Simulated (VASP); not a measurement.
Runs of VASP 6.6.1 on Ta5Si. The structure is that of space group F-43m (No. 216), or close to it. The cells are those of the table. The cell was built from a structure type or drawn by symmetry, and may not be a known phase.

| task | cell | k mesh | cutoff (eV) | gap on the mesh (eV) | pressure (GPa) | relaxed volume (Å³/atom) | largest force (eV/Å) |
| --- | --- | --- | --- | --- | --- | --- | --- |
| relaxation of cell and atoms | relaxed from a = 5.415 Å, angles 60.0°, 6 atoms | 8 × 8 × 8 | 600 | none | 0.0 | (a) | - |
| single point | a = 5.405 Å, angles 60.0°, 6 atoms | 8 × 8 × 8 | 520 | none | 0.2 | - | 0.01 |
| single point | a = 5.415 Å, angles 60.0°, 6 atoms | 4 × 4 × 4 | 520 | none | 0.3 | - | 0.02 |
| relaxation of cell and atoms | relaxed from a = 5.071 Å, angles 60.0°, 6 atoms | 4 × 4 × 4 | 600 | none | 0.1 | 18.73 | - |

Alike in all rows: level PBE; potentials or basis VASP PAW PBE potentials, release 64 (Ta_pv, Si); no spin polarisation; smearing gaussian 0.1 eV.

Q: Fill in the values left out.

A: (a) 18.63.

Caveats: some runs use coarse meshes; spin-orbit coupling is left out, which moves the levels of the heavy elements; the volume moved by over 15 % at a fixed basis, so the end points are rough (at least some runs).

A k mesh can miss the band edges, and the runs leave out spin-orbit coupling on Ta.

A gap of «none» marks levels without a gap at the run's occupations.
